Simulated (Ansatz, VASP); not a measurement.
## One calculation of Cu3Re, two programs

File INCAR:

```
ALGO = Fast ; EDIFF = 1E-7
ENCUT = 520 ; GGA = PE
ISIF = 2 ; ISMEAR = 0
ISPIN = 2 ; LASPH = True
LCHARG = False ; LMAXMIX = 4
LORBIT = 11 ; LREAL = False
LWAVE = False ; MAGMOM = 0 0 0 1
NBANDS = 32 ; NELM = 150
PREC = Accurate ; SIGMA = 0.1
```

The input KPOINTS:

```
k-points
0
Gamma
  6 6 4
```

The input POSCAR:

```
Cu3Re
1.0
    2.6110056306      0.0000000000      0.0000000000
    0.0000000000      2.6110056306      0.0000000000
    0.0000000000      0.0000000000      7.4597130500
Cu Re
3 1
Direct
    0.5000000000      0.5000000000      0.2378548960
    0.5000000000      0.5000000000      0.7621451040
    0.0000000000      0.0000000000      0.0000000000
    0.0000000000      0.0000000000      0.5000000000
```

Input for Ansatz:

```yaml
crystal:
  lattice:
    - [2.6110056306, 0.0, 0.0]
    - [0.0, 2.6110056306, 0.0]
    - [0.0, 0.0, 7.45971305]
  atoms:
    - { symbol: Cu, position: [0.5, 0.5, 0.237854896] }
    - { symbol: Cu, position: [0.5, 0.5, 0.762145104] }
    - { symbol: Cu, position: [0.0, 0.0, 0.0] }
    - { symbol: Re, position: [0.0, 0.0, 0.5], spin: 1.0 }
basis:
  ecutwfc: 420
kpoints:
  mp_grid: { grid: [6, 6, 4] }
hamiltonian:
  xc: pbe
scf:
  occupations: { method: gaussian, width: 0.1 }
  lower_state_search: "off"
output:
  forces: true
  stress: true
  eigenvalues: true
  populations: true
magnetization:
  spin_polarized: true
```

Alike in both runs: task single point; functional PBE; k mesh 6 × 6 × 4; occupations gaussian, width 0.1 eV; collinear spin.

|  | VASP | Ansatz |
| --- | --- | --- |
| version | VASP 6.6.1 | Ansatz 0.2.0 |
| potentials or method | VASP PAW PBE potentials, release 64 (Cu, Re), cutoff 520 eV | scalar-relativistic, plane waves, PAW |
| valence electrons in the cell | 40 | 72 |

Ansatz gave:

- gap on the k mesh at the Fermi level (eV): none
- pressure (GPa): 0.0
- traceless stress, the component that is largest in VASP (GPa): 0.06
- rms of the force components (eV/Å): 0.001
- net moment per atom (μB): 0.00

**Question.** Which values does VASP return?

**Answer.** gap on the k mesh at the Fermi level (eV): none; pressure (GPa): 0.3; traceless stress, the component that is largest in VASP (GPa): 0.39; rms of the force components (eV/Å): 0.011; net moment per atom (μB): 0.00.

Atom by atom the forces differ by 0.010 eV/Å (rms over components). A gap of «none» marks a metal or a gap that the smearing closes. VASP's potentials hold 40 valence electrons a cell and Ansatz's 72, so a difference there can come from the potentials and not from the codes. Ansatz's warnings: seeded moment not kept.

The k mesh is coarse, so the values compare programs but aren't converged. Spin-orbit coupling is off throughout.
